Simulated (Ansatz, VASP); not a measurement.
**Ge3N4 in VASP and in Ansatz**

```
Ge N
1.0
     7.88305    0.00000    0.00000
    -3.94152    6.82692    0.00000
     0.00000    0.00000    3.11086
Ge N
6 8
Direct
  0.83288 0.23799 0.75000
  0.59489 0.83288 0.25000
  0.23799 0.40511 0.25000
  0.76201 0.59489 0.75000
  0.40511 0.16712 0.75000
  0.16712 0.76201 0.25000
  0.66667 0.33333 0.75000
  0.33333 0.66667 0.25000
  0.67049 0.97331 0.75000
  0.69718 0.67049 0.25000
  0.97331 0.30282 0.25000
  0.02669 0.69718 0.75000
  0.32951 0.02669 0.25000
  0.30282 0.32951 0.75000
```

Change from the starting cell: epitaxial_xy strain -2.0%.

Alike in both runs: task single point; functional r2SCAN; k mesh 6 × 6 × 8; no spin polarisation.

|  | VASP | Ansatz |
| --- | --- | --- |
| version | VASP 6.6.1 | Ansatz 0.2.0 |
| potentials or method | VASP PAW PBE potentials, release 64 (Ge_d, N) | plane waves, PAW |
| plane-wave cutoff (eV) | 660 | 500 |
| occupations | gaussian, width 0.01 eV | fixed |
| valence electrons in the cell | 124 | 124 |

|  | VASP | Ansatz | Ansatz less VASP |
| --- | --- | --- | --- |
| gap on the k mesh at the Fermi level (eV) | 2.96 | 2.99 | +0.024 |
| pressure (GPa) | 6.7 | 6.1 | -0.67 |
| traceless stress, the component that is largest in VASP (GPa) | -5.97 | -6.04 | -0.068 |
| rms of the force components (eV/Å) | 0.006 | 0.001 | -0.0044 |

VASP's potentials were made for PBE, not for r2SCAN. Atom by atom the forces differ by 0.005 eV/Å (rms over components).
